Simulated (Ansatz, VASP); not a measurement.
# ZnSe3: VASP beside Ansatz

File INCAR:

```
SYSTEM = ZnSe3
  PREC = Accurate
  ENCUT = 500
  EDIFF = 1E-7
  ISMEAR = 0
  SIGMA = 0.1
  LREAL = .False.
  LASPH = .True.
  NELM = 120
  ALGO = Normal
  ISIF = 3
  LWAVE = .False.
  LCHARG = .False.
  GGA = PE
  IBRION = 2
  NSW = 90
  EDIFFG = -0.04
  GGA_COMPAT = .False.
  NELMIN = 4
```

File KPOINTS:

```
regular mesh
0
Gamma
  4 4 6
  0 0 0
```

The input POSCAR:

```
ZnSe3
1.0
    2.6652106964     -5.0940527899      0.0000000000
    2.6652106964      5.0940527899      0.0000000000
    0.0000000000      0.0000000000      3.6032785542
Zn Se
1 3
Direct
    0.5000000000      0.5000000000      0.5000000000
    0.2542742849      0.7457257151      0.5000000000
    0.7457257151      0.2542742849      0.5000000000
    0.0000000000      0.0000000000      0.5000000000
```

Input for Ansatz:

```yaml
crystal:
  lattice:
    - [2.6652106964, -5.0940527899, 0.0]
    - [2.6652106964, 5.0940527899, 0.0]
    - [0.0, 0.0, 3.6032785542]
  atoms:
    - { symbol: Zn, position: [0.5, 0.5, 0.5] }
    - { symbol: Se, position: [0.2542742849, 0.7457257151, 0.5] }
    - { symbol: Se, position: [0.7457257151, 0.2542742849, 0.5] }
    - { symbol: Se, position: [0.0, 0.0, 0.5] }
basis:
  ecutwfc: 420
kpoints:
  mp_grid: { grid: [4, 4, 6] }
hamiltonian:
  xc: pbe
scf:
  occupations: { method: gaussian, width: 0.1 }
  lower_state_search: "off"
output:
  forces: true
  stress: true
  eigenvalues: true
relax:
  adjacent_minimum: "off"
  f_tol: 0.04
  max_steps: 70
  cell: { stress_tol: 0.4 }
```

Alike in both runs: task relaxation of cell and atoms; functional PBE; k mesh 4 × 4 × 6; occupations gaussian, width 0.1 eV; no spin polarisation.

|  | VASP | Ansatz |
| --- | --- | --- |
| version | VASP 6.6.1 | Ansatz 0.2.0 |
| potentials or method | VASP PAW PBE potentials, release 64 (Zn, Se), cutoff 500 eV | scalar-relativistic, plane waves, PAW |
| valence electrons in the cell | 30 | 60 |

```csv
,VASP,Ansatz,Ansatz less VASP
"gap on the k mesh at the Fermi level, each at its own relaxed structure (eV)",none,none,-
relaxed volume (Å³/atom),25.20,25.24,+0.038
relaxed cell length with the largest relative difference (Å),3.710,3.726,+0.0161
```

A gap of «none» marks a metal or a gap that the smearing closes. VASP's potentials hold 30 valence electrons a cell and Ansatz's 60, so a difference there can come from the potentials and not from the codes.
